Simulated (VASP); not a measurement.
# Si16O (a cell with a defect) in VASP: a series of runs, part 3 of 3

VASP 6.6.1. Earlier steps stand in the parts before.

**5. Single point, PBE, collinear spin, ferromagnetic start**

Contents of INCAR:

```
PREC = Accurate
ENCUT = 520
EDIFF = 1E-6
ISMEAR = 0
SIGMA = 0.02
LREAL = False
LASPH = True
NELM = 200
ALGO = Normal
ISIF = 2
LWAVE = False
LCHARG = False
ISPIN = 2
MAGMOM = 0 0 0 0 0 0 0 0 0 0 0 0 0 0 0 0 1
LORBIT = 11
GGA = PE
NBANDS = 53
GGA_COMPAT = False
```

Contents of KPOINTS:

```
regular mesh
0
Gamma
  2 2 2
```

Contents of POSCAR:

```
Si16O
1.0
    0.0000000000      5.4300000000      5.4300000000
    5.4300000000      0.0000000000      5.4300000000
    5.4300000000      5.4300000000      0.0000000000
Si O
16 1
Direct
   -0.0009750706      0.0011424000     -0.0030452288
    0.1161565741      0.1685057913      0.0778427115
   -0.0439864205      0.0089416112      0.5472098634
    0.1237353009      0.1261955798      0.6275529168
    0.0043196864      0.5396023659     -0.0538149472
    0.1266577592      0.6276832505      0.1089206947
   -0.0033169440      0.5021373716      0.4844380863
    0.1296108983      0.6525618725      0.5746616117
    0.4724101910     -0.0048848569      0.0508384565
    0.6230837284      0.1281841331      0.1406574857
    0.4971950848     -0.0015638912      0.5161617617
    0.5848824237      0.1207943493      0.6792659209
    0.5007341466      0.5023571408     -0.0001275411
    0.6292487357      0.6237706040      0.1247958690
    0.5009555874      0.4958225583      0.5005724740
    0.6225004359      0.6243464417      0.6253697331
    0.9346428826      0.1895907781      0.3124444318
```

Potentials or basis: VASP PAW PBE potentials, release 64 (Si, O).

Launch:

```sh
$ cat potpaw_PBE.64/Si/POTCAR potpaw_PBE.64/O/POTCAR > POTCAR
$ mpirun -np 1 vasp_std > vasp.out
```

OUTCAR:

```text
PREC = Accurate
   ENCUT = 520
   EDIFF = 1E-6
   ISMEAR = 0
   LREAL = False
   LASPH = True
   NELM = 200
   ISIF = 2
   ISPIN = 2
   LORBIT = 11
   GGA = PE

 ion  position               nearest neighbor table
   1  0.999  0.001  0.997-   2 2.32   4 2.32   6 2.34  10 2.36
   2  0.116  0.169  0.078-  17 1.66   1 2.32   9 2.32   5 2.33   3 2.94
   3  0.956  0.009  0.547-  17 1.66   4 2.32   8 2.32  12 2.33   2 2.94
   4  0.124  0.126  0.628-   3 2.32   1 2.32  11 2.34   7 2.36
   5  0.004  0.540  0.946-   2 2.33   8 2.33   6 2.36  14 2.38
   6  0.127  0.628  0.109-   1 2.34  13 2.35   7 2.35   5 2.36
   7  0.997  0.502  0.484-  16 2.35   8 2.35   6 2.35   4 2.36
   8  0.130  0.653  0.575-   3 2.32   5 2.33  15 2.35   7 2.35
   9  0.472  0.995  0.051-   2 2.32  12 2.33  14 2.35  10 2.35
  10  0.623  0.128  0.141-  13 2.35   9 2.35  11 2.35   1 2.36
  11  0.497  0.998  0.516-   4 2.34  16 2.35  10 2.35  12 2.36
  12  0.585  0.121  0.679-   3 2.33   9 2.33  11 2.36  15 2.38
  13  0.501  0.502  1.000-   6 2.35  16 2.35  10 2.35  14 2.35
  14  0.629  0.624  0.125-  13 2.35   9 2.35  15 2.36   5 2.38
  15  0.501  0.496  0.501-  16 2.35   8 2.35  14 2.36  12 2.38
  16  0.623  0.624  0.625-  11 2.35  13 2.35   7 2.35  15 2.35
  17  0.935  0.190  0.312-   3 1.66   2 1.66

  LATTYP: Found a face centered cubic cell.
 ALAT       =    10.8600000000

  Lattice vectors:
[... 1034 lines left out ...]
  energy-cutoff  :      520.00
  volume of cell :      320.21
      direct lattice vectors                 reciprocal lattice vectors
     0.000000000  5.430000000  5.430000000    -0.092081031  0.092081031  0.092081031
     5.430000000  0.000000000  5.430000000     0.092081031 -0.092081031  0.092081031
     5.430000000  5.430000000  0.000000000     0.092081031  0.092081031 -0.092081031

 POSITION                                       TOTAL-FORCE (eV/Angst)
 -----------------------------------------------------------------------------------
      5.41967     10.83817      5.43091        -0.000675      0.002415      0.003868
      1.33767      1.05342      1.54572        -0.036435     -0.021366      0.037368
      3.01990      8.16250      5.23971         0.021045      0.038259     -0.037102
      4.09285      4.07950      1.35712        -0.003288      0.000635     -0.004141
      8.06783      5.16124      2.95350         0.001821      0.005890      0.001350
      3.99976      1.27919      4.09607        -0.000654     -0.001915     -0.001013
[... 9 lines left out ...]
      6.78596      6.77594      6.77038         0.000776      0.000364      0.002181
      2.72605      6.77168      6.10459         0.021665     -0.020209     -0.000350
 -----------------------------------------------------------------------------------
    total drift:                                0.000153     -0.000044     -0.000003

  FREE ENERGIE OF THE ION-ELECTRON SYSTEM (eV)
  ---------------------------------------------------
  free  energy   TOTEN  =       -92.6889960222 eV

  energy  without entropy=      -92.6889960222  energy(sigma->0) =      -92.68899602

 total charge

# of ion       s       p       d       tot
------------------------------------------
    1        0.744   0.977   0.000   1.722
    2        0.742   0.945   0.000   1.687
    3        0.742   0.945   0.000   1.687
    4        0.744   0.977   0.000   1.722
    5        0.749   0.955   0.000   1.705
    6        0.739   0.954   0.000   1.693
[... 9 lines left out ...]
   16        0.738   0.960   0.000   1.698
   17        1.576   3.598   0.000   5.174
--------------------------------------------------
tot         13.462  18.889   0.000  32.351

 magnetization (x)

# of ion       s       p       d       tot
------------------------------------------
    1       -0.000  -0.000   0.000  -0.000
    2        0.000   0.000   0.000   0.000
    3        0.000   0.000   0.000   0.000
    4       -0.000  -0.000   0.000  -0.000
    5        0.000   0.000   0.000   0.000
    6       -0.000  -0.000   0.000  -0.000
[... 9 lines left out ...]
   16        0.000   0.000   0.000   0.000
   17       -0.000  -0.000   0.000  -0.000
--------------------------------------------------
tot         -0.000  -0.000   0.000  -0.000
```

OSZICAR:

```text
N       E                     dE             d eps       ncg     rms          rms(c)
DAV:   1     0.193030489138E+03    0.19303E+03   -0.27073E+04  1696   0.109E+03
DAV:   2    -0.752440267014E+02   -0.26827E+03   -0.25138E+03  2050   0.175E+02
DAV:   3    -0.951269984187E+02   -0.19883E+02   -0.19622E+02  2123   0.450E+01
DAV:   4    -0.955148429419E+02   -0.38784E+00   -0.38680E+00  2152   0.748E+00
DAV:   5    -0.955225406152E+02   -0.76977E-02   -0.76933E-02  2163   0.101E+00    0.177E+01
DAV:   6    -0.929137166603E+02    0.26088E+01   -0.78278E+00  2376   0.136E+01    0.101E+01
DAV:   7    -0.927820559426E+02    0.13166E+00   -0.32347E+00  1872   0.565E+00    0.476E+00
DAV:   8    -0.926905583750E+02    0.91498E-01   -0.68109E-01  2352   0.388E+00    0.224E+00
DAV:   9    -0.926886029762E+02    0.19554E-02   -0.15449E-01  1952   0.158E+00    0.824E-01
DAV:  10    -0.926851840132E+02    0.34190E-02   -0.91137E-02  2080   0.118E+00    0.326E-01
DAV:  11    -0.926884548385E+02   -0.32708E-02   -0.15596E-02  1976   0.433E-01    0.266E-01
DAV:  12    -0.926888469003E+02   -0.39206E-03   -0.13576E-03  2216   0.166E-01    0.131E-01
DAV:  13    -0.926889522603E+02   -0.10536E-03   -0.11923E-03  2056   0.132E-01    0.431E-02
DAV:  14    -0.926889908088E+02   -0.38549E-04   -0.83358E-05  2056   0.411E-02    0.169E-02
DAV:  15    -0.926889932851E+02   -0.24763E-05   -0.65284E-06  2232   0.131E-02    0.702E-03
DAV:  16    -0.926889953572E+02   -0.20721E-05   -0.43092E-06  1936   0.745E-03    0.309E-03
DAV:  17    -0.926889960222E+02   -0.66506E-06   -0.84598E-07  1432   0.496E-03
   1 F= -.92688996E+02 E0= -.92688996E+02  d E =-.408967E-19  mag=     0.0000
```

stdout:

```text
POSCAR found type information on POSCAR SiO
 POSCAR found :  2 types and      17 ions
 scaLAPACK will be used
 -----------------------------------------------------------------------------
|                                                                             |
|                                                                             |
|     You have a (more or less) 'large supercell' and for larger cells it     |
|     might be more efficient to use real-space projection operators.         |
|     Therefore, try LREAL= Auto in the INCAR file.                           |
|     Mind: For very accurate calculation, you might also keep the            |
|     reciprocal projection scheme (i.e. LREAL=.FALSE.).                      |
|                                                                             |
 -----------------------------------------------------------------------------

 LDA part: xc-table for (Slater+PW92), standard interpolation
 POSCAR, INCAR and KPOINTS ok, starting setup
 FFT: planning ... GRIDC
 FFT: planning ... GRID_SOFT
 FFT: planning ... GRID
 WAVECAR not read
 entering main loop
```

Wall time 8.2 min (1 thread of Oxide Virtual Turin-like, shared host); peak memory 0.7 GiB.

What came out:

```yaml
Free_energy: -92.6890 eV
Pressure: 4.3 GPa
Largest_force: 0.057 eV/Å
Band_gap_on_the_k_mesh: 0.49 eV
Net_moment: 0.00 μB per cell
Valence_electrons_inside_the_program's_atomic_spheres: Si 1.72, 1.69, 1.71, 1.70, 1.68 (each value once); O 5.17
```

Forces in eV/Å, atoms in the order of the input:
```
Si  -0.001  0.002  0.004
Si  -0.036 -0.021  0.037
Si   0.021  0.038 -0.037
Si  -0.003  0.001 -0.004
Si   0.002  0.006  0.001
Si  -0.001 -0.002 -0.001
Si  -0.002 -0.003  0.000
Si   0.005  0.001 -0.004
Si  -0.002 -0.005  0.005
Si   0.001  0.001 -0.001
Si   0.003  0.001  0.000
Si  -0.008  0.000  0.000
Si   0.000 -0.002 -0.002
Si  -0.001  0.001 -0.001
Si  -0.001  0.001  0.002
Si   0.001  0.000  0.002
O    0.022 -0.020  0.000
```

Stress tensor (GPa, compression positive):
```
 4.22  1.50 -1.14
 1.50  4.22 -1.15
-1.14 -1.15  4.53
```

Caveat: the k points lie up to 0.50 Å⁻¹ apart.

**6. The runs side by side**

```tsv
spin	cell	gap on the mesh (eV)	pressure (GPa)	moment (μB)	largest force (eV/Å)
collinear, ferromagnetic start	as given, atomic positions A	0.49	4.3	0.00	0.07
collinear, zero start	as given, atomic positions B	0.49	4.7	0.00	0.23
collinear, zero start	as given, atomic positions A	0.49	4.3	0.00	0.07
collinear, ferromagnetic start	as given, atomic positions C	0.49	4.3	0.00	0.06
```

Alike in all rows: task single point; level PBE; potentials or basis VASP PAW PBE potentials, release 64 (Si, O); k mesh 2 × 2 × 2; cutoff (eV) 520; smearing gaussian 0.02 eV.

Caveats: all runs use coarse meshes.

Absolute energies hang on the potentials; compare differences alone.
